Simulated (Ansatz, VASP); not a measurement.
**One calculation of BAs, two programs**

Contents of INCAR:

```
SYSTEM = BAs
PREC = Accurate ; ENCUT = 520
EDIFF = 1E-6 ; ISMEAR = 0
SIGMA = 0.05 ; LREAL = .False.
LASPH = .True. ; NELM = 80
ALGO = Normal ; ISIF = 2
LWAVE = .False. ; LCHARG = .False.
GGA = PE ; NBANDS = 11
```

KPOINTS

```
regular mesh
0
Gamma
  12 12 12
  0 0 0
```

POSCAR

```
BAs
1.0
    0.0000000000      2.1004466195      3.1506699293
    2.1004466195      0.0000000000      3.1506699293
    2.1004466195      2.1004466195      0.0000000000
B As
1 1
Direct
    0.0000000000      0.0000000000      0.0000000000
    0.7500000000      0.7500000000      0.7500000000
```

Input for Ansatz:

```yaml
crystal:
  lattice:
    - [0.0, 2.1004466195, 3.1506699293]
    - [2.1004466195, 0.0, 3.1506699293]
    - [2.1004466195, 2.1004466195, 0.0]
  atoms:
    - { symbol: B, position: [0.0, 0.0, 0.0] }
    - { symbol: As, position: [0.75, 0.75, 0.75] }
basis:
  ecutwfc: 420
kpoints:
  mp_grid: { grid: [12, 12, 12] }
hamiltonian:
  xc: pbe
scf:
  occupations: { method: gaussian, width: 0.05 }
output:
  forces: true
  stress: true
  eigenvalues: true
```

Alike in both runs: task single point; functional PBE; k mesh 12 × 12 × 12; occupations gaussian, width 0.05 eV; no spin polarisation.

|  | VASP | Ansatz |
| --- | --- | --- |
| version | VASP 6.6.1 | Ansatz 0.2.0 |
| potentials or method | VASP PAW PBE potentials, release 64 (B, As), cutoff 520 eV | scalar-relativistic, plane waves, PAW |
| valence electrons in the cell | 8 | 18 |

|  | VASP | Ansatz | Ansatz less VASP |
| --- | --- | --- | --- |
| gap on the k mesh at the Fermi level (eV) | none | none | - |
| pressure (GPa) | 2.2 | 1.8 | -0.42 |
| traceless stress, the component that is largest in VASP (GPa) | -39.79 | -39.99 | -0.199 |

A gap of «none» marks a metal or a gap that the smearing closes. The functional is the same, so the differences come from potentials, cutoffs and numerics. VASP's potentials hold 8 valence electrons a cell and Ansatz's 18, so a difference there can come from the potentials and not from the codes.
